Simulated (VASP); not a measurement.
# HfO2 (Fm-3m) in VASP: further runs

HfO2 is run at these levels: PBE+D4; tasks: single point.

Program: VASP 6.6.1. These are calculated values, not measurements. Logs are shortened: lines on timing, memory, paths and dates and some standing lists are left out, and cuts for length are marked.

**1. The cell of the first run**

Symmetry: Fm-3m, No. 225, cubic system. Conventional cell: a = 5.115 Å, b = 5.115 Å, c = 5.115 Å, α = 90.00°, β = 90.00°, γ = 90.00°. Hf (site symmetry m-3m) has 8 O at 2.21 Å within 2.9 Å. Within 2.9 Å of O (site symmetry -43m) lie 4 Hf at 2.21 Å and 6 O at 2.56 Å.

**2. Single point, PBE+D4**

Input file INCAR:

```
PREC     = Accurate       # precision mode
ENCUT    = 520            # plane-wave cutoff, eV
EDIFF    = 1E-7           # SCF threshold, eV
ISMEAR   = 0              # smearing method
SIGMA    = 0.01           # smearing width, eV
LREAL    = False          # projectors in reciprocal space
LASPH    = True           # aspherical terms in the spheres
NELM     = 60             # most SCF steps
ALGO     = Normal         # electronic algorithm
ISIF     = 2              # what is computed and relaxed
LWAVE    = False          # write WAVECAR
LCHARG   = False          # write CHGCAR
GGA      = PE             # functional
IVDW     = 13             # dispersion correction
NBANDS   = 18             # bands
```

Input file KPOINTS:

```
regular mesh
0
Gamma
  6 6 6
```

Input file POSCAR:

```
HfO2
1.0
    0.0000000000      2.5575000000      2.5575000000
    2.5575000000      0.0000000000      2.5575000000
    2.5575000000      2.5575000000      0.0000000000
Hf O
1 2
Direct
    0.0000000000      0.0000000000      0.0000000000
    0.2500000000      0.2500000000      0.2500000000
    0.7500000000      0.7500000000      0.7500000000
```

Potentials or basis: VASP PAW PBE potentials, release 64 (Hf_pv, O).

On the command line:

```sh
cat potpaw_PBE.64/Hf_pv/POTCAR potpaw_PBE.64/O/POTCAR > POTCAR
mpirun -np 1 vasp_std > vasp.out
```

OUTCAR:

```text
PREC = Accurate
   ENCUT = 520
   EDIFF = 1E-7
   ISMEAR = 0
   LREAL = False
   LASPH = True
   NELM = 60
   ISIF = 2
   GGA = PE
   IVDW = 13

 ion  position               nearest neighbor table
   1  0.000  0.000  0.000-   3 2.21   3 2.21   3 2.21   2 2.21   3 2.21   2 2.21   2 2.21   2 2.21

   2  0.250  0.250  0.250-   1 2.21   1 2.21   1 2.21   1 2.21
   3  0.750  0.750  0.750-   1 2.21   1 2.21   1 2.21   1 2.21

  LATTYP: Found a face centered cubic cell.
 ALAT       =     5.1150000000

  Lattice vectors:

 A1 = (   0.0000000000,   2.5575000000,   2.5575000000)
 A2 = (   2.5575000000,   0.0000000000,   2.5575000000)
 A3 = (   2.5575000000,   2.5575000000,   0.0000000000)

Analysis of symmetry for initial positions (statically):
=====================================================================
 Subroutine PRICEL returns:
 Original cell was already a primitive cell.

 Routine SETGRP: Setting up the symmetry group for a
 face centered cubic supercell.

 Subroutine GETGRP returns: Found 48 space group operations
[... 9 lines left out ...]

 Routine SETGRP: Setting up the symmetry group for a
 face centered cubic supercell.

 Subroutine GETGRP returns: Found 48 space group operations
[... 11 lines left out ...]
                                     Primitive cell

  volume of cell :      33.4562

  direct lattice vectors                    reciprocal lattice vectors
     0.000000000  2.557500000  2.557500000    -0.195503421  0.195503421  0.195503421
     2.557500000  0.000000000  2.557500000     0.195503421 -0.195503421  0.195503421
     2.557500000  2.557500000  0.000000000     0.195503421  0.195503421 -0.195503421

  length of vectors
     3.616851186  3.616851186  3.616851186     0.338621859  0.338621859  0.338621859

  position of ions in fractional coordinates (direct lattice)
     0.000000000  0.000000000  0.000000000
     0.250000000  0.250000000  0.250000000
     0.750000000  0.750000000  0.750000000

  ion indices of the primitive-cell ions
   primitive index   ion index
                 1           1
                 2           2
                 3           3

----------------------------------------------------------------------------------------

 KPOINTS: regular mesh

Automatic generation of k-mesh.
 Grid dimensions read from file:
 generate k-points for:    6    6    6

 Generating k-lattice:

  Cartesian coordinates                     Fractional coordinates (reciprocal lattice)
    -0.032583904  0.032583904  0.032583904     0.166666667  0.000000000  0.000000000
     0.032583904 -0.032583904  0.032583904     0.000000000  0.166666667  0.000000000
     0.032583904  0.032583904 -0.032583904     0.000000000  0.000000000  0.166666667

  Length of vectors
     0.056436976  0.056436976  0.056436976

  Shift w.r.t. Gamma in fractional coordinates (k-lattice)
     0.000000000  0.000000000  0.000000000

 Subroutine IBZKPT returns following result:
 ===========================================

 Found     16 irreducible k-points:

 Following reciprocal coordinates:
            Coordinates               Weight
  0.000000  0.000000  0.000000      1.000000
  0.166667  0.000000  0.000000      8.000000
  0.333333  0.000000  0.000000      8.000000
  0.500000  0.000000  0.000000      4.000000
  0.166667  0.166667  0.000000      6.000000
  0.333333  0.166667  0.000000     24.000000
[... 8 lines left out ...]
 -0.333333  0.333333  0.166667     24.000000
 -0.333333  0.500000  0.166667     12.000000
   k-points           NKPTS =     16   k-points in BZ     NKDIM =     16   number of bands    NBANDS=     18
   number of dos      NEDOS =    301   number of ions     NIONS =      3
   total plane-waves  NPLWV =  21952
   dimension x,y,z NGX =    28 NGY =   28 NGZ =   28
   dimension x,y,z NGXF=    56 NGYF=   56 NGZF=   56
   ions per type =               1   2
   NGX,Y,Z   is equivalent  to a cutoff of  12.87, 12.87, 12.87 a.u.
   NGXF,Y,Z  is equivalent  to a cutoff of  25.74, 25.74, 25.74 a.u.
 SYSTEM =  unknown system
   PREC   = accura    normal or accurate (medium, high low for compatibility)
   ISTART =      0    job   : 0-new  1-cont  2-samecut
   ICHARG =      2    charge: 1-file 2-atom 10-const
   ISPIN  =      1    spin polarized calculation?
   LNONCOLLINEAR =      F non collinear calculations
   LSORBIT =      F    spin-orbit coupling
   LASPH  =      T    aspherical Exc in radial PAW
   ENCUT  =  520.0 eV  38.22 Ry    6.18 a.u.   6.72  6.72  6.72*2*pi/ulx,y,z
   NELM   =     60;   NELMIN=  2; NELMDL= -5     # of ELM steps
   EDIFF  = 0.1E-06   stopping-criterion for ELM
   LREAL  =      F    real-space projection
   EDIFFG = 0.1E-05   stopping-criterion for IOM
   NSW    =      0    number of steps for IOM
   IBRION =     -1    ionic relax: 0-MD 1-quasi-New 2-CG
   NFREE  =      0    steps in history (QN), initial steepest desc. (CG)
   ISIF   =      2    stress and relaxation
   ISYM   =      2    0-nonsym 1-usesym 2-fastsym
   POTIM  = 0.5000    time-step for ionic-motion
   TEBEG  =    0.0;   TEEND  =   0.0 temperature during run
   PSTRESS=    0.0 pullay stress
   NELECT =      22.0000    total number of electrons
   NUPDOWN=      -1.0000    fix difference up-down
   EMIN   =  10.00;   EMAX   =-10.00  energy-range for DOS
   EFERMI =   0.00;   METHOD = LEGACY
   ISMEAR =     0;   SIGMA  =   0.01  broadening in eV -4-tet -1-fermi 0-gaus
   EFERMI_NEDOS =   21; number of points for ismear=-14 and -15
   IALGO  =     38    algorithm
   IMIX   =      4    mixing-type and parameters
     AMIX     =   0.40;   BMIX     =  1.00
     AMIX_MAG =   1.60;   BMIX_MAG =  1.00
  volume/ion in A,a.u.               =      11.15        75.26
  Fermi-wavevector in a.u.,A,eV,Ry     =   1.423607  2.690227 27.574337  2.026657
  Thomas-Fermi vector in A             =   2.544186
   LORBIT       =      0    0 simple, 1 ext, 2 COOP (PROOUT), +10 PAW based schemes
   GGA     = PE    functional components
   LHFCALC =     F    Hartree Fock is set to
   AEXX    =    0.0000 exact exchange contribution
   IVDW    =    13    specifies the selected vdW correction
   LEPSILON=     F    determine dielectric tensor
   LRPA    =     F    only Hartree local field effects (RPA)
 non-spin polarized calculation
 Gauss-broadening in eV      SIGMA  =   0.01
  energy-cutoff  :      520.00
  volume of cell :       33.46
 maximum number of plane-waves:       934
   NGX = 13   NGY = 13   NGZ = 13

 number of electron      21.9999993 magnetization

 Free energy of the ion-electron system (eV)
  ---------------------------------------------------
  ext. energy  EPLUGINS =         0.00000000
  ---------------------------------------------------
  free energy    TOTEN  =       -30.23360526 eV

  energy without entropy =      -30.23360526  energy(sigma->0) =      -30.23360526

 E-fermi :   4.1179     XC(G=0): -11.6973

 val. band max:        4.0546954435   @ k =   0.5000   0.5000   0.0000
 cond. band min:       7.7840941520   @ k =   0.5000   0.5000   0.0000
 fundamental gap:      3.7293987085
 Fermi energy:         4.1179383619

 k-point     1 :       0.0000    0.0000    0.0000
  band No.  band energies     occupation
      1     -25.7560      2.00000
      2     -25.7560      2.00000
      3     -25.7560      2.00000
      4     -14.5138      2.00000
      5     -11.6117      2.00000
      6      -1.1272      2.00000
[... 10 lines left out ...]
     17      14.1456      0.00000
     18      17.3891      0.00000

 k-point     2 :       0.1667    0.0000    0.0000
  band No.  band energies     occupation
      1     -25.8560      2.00000
      2     -25.7671      2.00000
      3     -25.7671      2.00000
      4     -14.1815      2.00000
      5     -11.8754      2.00000
      6      -0.8772      2.00000
[... 10 lines left out ...]
     17      13.7424      0.00000
     18      17.1334      0.00000

 k-point     3 :       0.3333    0.0000    0.0000
  band No.  band energies     occupation
      1     -26.0462      2.00000
      2     -25.7892      2.00000
      3     -25.7892      2.00000
      4     -13.5484      2.00000
      5     -12.2644      2.00000
      6      -0.3629      2.00000
[... 10 lines left out ...]
     17      13.3978      0.00000
     18      15.9355      0.00000

 k-point     4 :       0.5000    0.0000    0.0000
  band No.  band energies     occupation
      1     -26.1367      2.00000
      2     -25.8002      2.00000
      3     -25.8002      2.00000
      4     -13.3193      2.00000
      5     -12.3205      2.00000
      6      -0.1157      2.00000
[... 10 lines left out ...]
     17      13.1517      0.00000
     18      16.2162      0.00000

 k-point     5 :       0.1667    0.1667    0.0000
  band No.  band energies     occupation
      1     -25.8638      2.00000
      2     -25.7834      2.00000
      3     -25.7834      2.00000
      4     -14.0600      2.00000
      5     -11.9649      2.00000
      6      -0.8407      2.00000
[... 10 lines left out ...]
     17      13.5586      0.00000
     18      17.1371      0.00000

 k-point     6 :       0.3333    0.1667    0.0000
  band No.  band energies     occupation
      1     -26.0015      2.00000
      2     -25.8170      2.00000
      3     -25.8081      2.00000
      4     -13.4847      2.00000
      5     -12.3230      2.00000
      6      -0.4619      2.00000
[... 10 lines left out ...]
     17      13.5615      0.00000
     18      16.8187      0.00000

 k-point     7 :       0.5000    0.1667    0.0000
  band No.  band energies     occupation
      1     -26.0999      2.00000
      2     -25.8624      2.00000
      3     -25.8165      2.00000
      4     -13.1227      2.00000
      5     -12.4386      2.00000
      6      -0.5571      2.00000
[... 10 lines left out ...]
     17      14.3303      0.00000
     18      16.5093      0.00000

 k-point     8 :      -0.3333    0.1667    0.0000
  band No.  band energies     occupation
      1     -26.0685      2.00000
      2     -25.8728      2.00000
      3     -25.8003      2.00000
      4     -13.1980      2.00000
      5     -12.4304      2.00000
      6      -0.6418      2.00000
[... 10 lines left out ...]
     17      14.3818      0.00000
     18      16.4158      0.00000

 k-point     9 :      -0.1667    0.1667    0.0000
  band No.  band energies     occupation
      1     -25.9505      2.00000
      2     -25.8230      2.00000
      3     -25.7756      2.00000
      4     -13.7257      2.00000
      5     -12.1807      2.00000
      6      -0.7821      2.00000
[... 10 lines left out ...]
     17      13.5349      0.00000
     18      16.8669      0.00000

 k-point    10 :       0.3333    0.3333    0.0000
  band No.  band energies     occupation
      1     -26.0647      2.00000
      2     -25.8380      2.00000
      3     -25.8380      2.00000
      4     -13.0626      2.00000
      5     -12.5641      2.00000
      6      -1.1233      2.00000
[... 10 lines left out ...]
     17      13.4523      0.00000
     18      17.3351      0.00000

 k-point    11 :       0.5000    0.3333    0.0000
  band No.  band energies     occupation
      1     -26.1072      2.00000
      2     -25.8984      2.00000
      3     -25.8489      2.00000
      4     -12.7722      2.00000
      5     -12.6292      2.00000
      6      -1.6749      2.00000
[... 10 lines left out ...]
     17      15.5782      0.00000
     18      17.3336      0.00000

 k-point    12 :      -0.3333    0.3333    0.0000
  band No.  band energies     occupation
      1     -26.0261      2.00000
      2     -26.0010      2.00000
      3     -25.8302      2.00000
      4     -12.8284      2.00000
      5     -12.5703      2.00000
      6      -1.2196      2.00000
[... 10 lines left out ...]
     17      15.8635      0.00000
     18      17.1489      0.00000

 k-point    13 :       0.5000    0.5000    0.0000
  band No.  band energies     occupation
      1     -26.1587      2.00000
      2     -25.8651      2.00000
      3     -25.8651      2.00000
      4     -12.8255      2.00000
      5     -12.4940      2.00000
      6      -2.2436      2.00000
[... 10 lines left out ...]
     17      16.9617      0.00000
     18      17.2906      0.00000

 k-point    14 :       0.5000    0.3333    0.1667
  band No.  band energies     occupation
      1     -26.0532      2.00000
      2     -25.9015      2.00000
      3     -25.8260      2.00000
      4     -12.9892      2.00000
      5     -12.5654      2.00000
      6      -0.7840      2.00000
[... 10 lines left out ...]
     17      14.7459      0.00000
     18      17.1475      0.00000

 k-point    15 :      -0.3333    0.3333    0.1667
  band No.  band energies     occupation
      1     -26.0533      2.00000
      2     -25.9621      2.00000
      3     -25.8419      2.00000
      4     -12.8255      2.00000
      5     -12.5735      2.00000
      6      -0.7756      2.00000
[... 10 lines left out ...]
     17      15.6974      0.00000
     18      17.0709      0.00000

 k-point    16 :      -0.3333    0.5000    0.1667
  band No.  band energies     occupation
      1     -26.0872      2.00000
      2     -25.9404      2.00000
      3     -25.8664      2.00000
      4     -12.7391      2.00000
      5     -12.5736      2.00000
      6      -1.6615      2.00000
[... 10 lines left out ...]
     17      16.9366      0.00000
     18      17.3377      0.00000

------------------------ aborting loop because EDIFF is reached ----------------------------------------

  DFT-D4 for vdW energy calculation

  Edisp (eV):   -0.56717

  FORCE on cell =-STRESS in cart. coord.  units (eV):
  Direction    XX          YY          ZZ          XY          YZ          ZX
  --------------------------------------------------------------------------------------
  -------------------------------------------------------------------------------------
  Total      -1.91465    -1.91465    -1.91465     0.00000     0.00000    -0.00000
  in kB     -91.69011   -91.69011   -91.69011     0.00000     0.00000    -0.00000
  external pressure =      -91.69 kB  Pullay stress =        0.00 kB

 VOLUME and BASIS-vectors are now :
 -----------------------------------------------------------------------------
  energy-cutoff  :      520.00
  volume of cell :       33.46
      direct lattice vectors                 reciprocal lattice vectors
     0.000000000  2.557500000  2.557500000    -0.195503421  0.195503421  0.195503421
     2.557500000  0.000000000  2.557500000     0.195503421 -0.195503421  0.195503421
     2.557500000  2.557500000  0.000000000     0.195503421  0.195503421 -0.195503421

 POSITION                                       TOTAL-FORCE (eV/Angst)
 -----------------------------------------------------------------------------------
      0.00000      0.00000      0.00000        -0.000000     -0.000000     -0.000000
      1.27875      1.27875      1.27875         0.000000      0.000000     -0.000000
      3.83625      3.83625      3.83625        -0.000000      0.000000      0.000000
 -----------------------------------------------------------------------------------
    total drift:                                0.000000      0.000000      0.000000

  FREE ENERGIE OF THE ION-ELECTRON SYSTEM (eV)
  ---------------------------------------------------
  free  energy   TOTEN  =       -30.8007797357 eV

  energy  without entropy=      -30.8007797357  energy(sigma->0) =      -30.80077974
```

Wall time 10 s (1 thread of Intel Xeon 6975P-C, shared host); peak memory 0.16 GiB.

What came out:

- Free energy: -30.8008 eV
- Pressure: -9.2 GPa
- Band gap on the k mesh: 3.73 eV, direct
- Dispersion energy per atom: -0.189 eV

Caveat: spin-orbit coupling is left out, which moves the levels of the heavy elements. Expect the measured gap to be larger: semilocal functionals such as PBE lack the derivative discontinuity.

**3. Single point, PBE+D4**

This run uses another cell than the first one, of 11.45 Å³/atom, 1.027 times its volume.

Input file INCAR:

```
  ALGO = Normal
  EDIFF = 1E-7
  ENCUT = 520
  GGA = PE
  ISIF = 2
  ISMEAR = 0
  IVDW = 13
  LASPH = True
  LCHARG = True
  LELF = True
  LREAL = False
  LVHAR = True
  LWAVE = False
  NBANDS = 18
  NELM = 100
  PREC = Accurate
  SIGMA = 0.01
```

Input file KPOINTS:

```
k-points
0
Gamma
  6 6 6
```

Input file POSCAR:

```
HfO2
1.0
    0.0000000000      2.5800342007      2.5800342007
    2.5800342007      0.0000000000      2.5800342007
    2.5800342007      2.5800342007      0.0000000000
Hf O
1 2
Direct
    0.0000000000      0.0000000000      0.0000000000
    0.2500000000      0.2500000000      0.2500000000
    0.7500000000      0.7500000000      0.7500000000
```

Potentials or basis: VASP PAW PBE potentials, release 64 (Hf_pv, O).

On the command line:

```sh
cat potpaw_PBE.64/Hf_pv/POTCAR potpaw_PBE.64/O/POTCAR > POTCAR
mpirun -np 1 vasp_std > vasp.out
```

It took 11 s on 1 thread of Intel Xeon 6975P-C, shared host; peak memory 0.16 GiB.

The run converged. Its results:

| Property | Result |
| --- | --- |
| Free energy | -30.7354 eV |
| Pressure | -14.6 GPa |
| Band gap on the k mesh | 3.66 eV, direct |
| Dispersion energy per atom | -0.183 eV |

Levels at points of the mesh, in eV from the valence-band top:
```
           k point  band 7  band 8  band 9  band 10  band 11  band 12  band 13  band 14  band 15  band 16
(0.00, 0.00, 0.00)   -5.03   -5.03   -0.58    -0.58    -0.58     3.75     3.75     5.42     9.77     9.77
(0.50, 0.00, 0.00)   -4.04   -2.97   -2.61    -1.77    -1.77     4.41     4.41     6.50     8.82     8.82
(0.50, 0.50, 0.00)   -3.34   -3.34   -1.44    -1.44     0.00     3.66     5.22     6.16     7.70     7.70
```

Caveat: spin-orbit coupling is left out, which moves the levels of the heavy elements. Expect the measured gap to be larger: semilocal functionals such as PBE lack the derivative discontinuity.

**4. Single point, PBE+D4**

This run uses another cell than the first one, of 11.75 Å³/atom, 1.053 times its volume.

Input file INCAR:

```
SYSTEM = HfO2
PREC     = Accurate       ! precision mode
ENCUT    = 520            ! plane-wave cutoff, eV
EDIFF    = 1E-7           ! SCF threshold, eV
ISMEAR   = 0              ! smearing method
SIGMA    = 0.01           ! smearing width, eV
LREAL    = .False.        ! projectors in reciprocal space
LASPH    = .True.         ! aspherical terms in the spheres
NELM     = 60             ! most SCF steps
ALGO     = Normal         ! electronic algorithm
ISIF     = 2              ! what is computed and relaxed
LWAVE    = .False.        ! write WAVECAR
LCHARG   = .False.        ! write CHGCAR
GGA      = PE             ! functional
IVDW     = 13             ! dispersion correction
NBANDS   = 18             ! bands
```

Input file KPOINTS:

```
Automatic mesh
0
Gamma
  6 6 6
  0 0 0
```

Input file POSCAR:

```
HfO2
1.0
    0.0000000000      2.6021815003      2.6021815003
    2.6021815003      0.0000000000      2.6021815003
    2.6021815003      2.6021815003      0.0000000000
Hf O
1 2
Direct
    0.0000000000      0.0000000000      0.0000000000
    0.2500000000      0.2500000000      0.2500000000
    0.7500000000      0.7500000000      0.7500000000
```

On the command line:

```sh
cat potpaw_PBE.64/Hf_pv/POTCAR potpaw_PBE.64/O/POTCAR > POTCAR
mpirun -np 1 vasp_std > vasp.out
```

It took 11 s on 1 thread of Intel Xeon 6975P-C, shared host; peak memory 0.16 GiB.

Results (log left out):

```
Free energy                : -30.6418 eV
Pressure                   : -19.3 GPa
Band gap on the k mesh     : 3.59 eV, direct
Dispersion energy per atom : -0.178 eV
```

Levels at points of the mesh, in eV from the valence-band top:
```tsv
k point	band 8	band 9	band 10	band 11	band 12	band 13	band 14	band 15
(0.00, 0.00, 0.00)	-4.88	-0.57	-0.57	-0.57	3.68	3.68	5.21	9.46
(0.50, 0.00, 0.00)	-2.93	-2.55	-1.74	-1.74	4.31	4.31	6.27	8.56
(0.50, 0.50, 0.00)	-3.27	-1.40	-1.40	0.00	3.59	5.08	5.94	7.48
```

Caveat: spin-orbit coupling is left out, which moves the levels of the heavy elements.

(Part 1 of 2 ends here.)
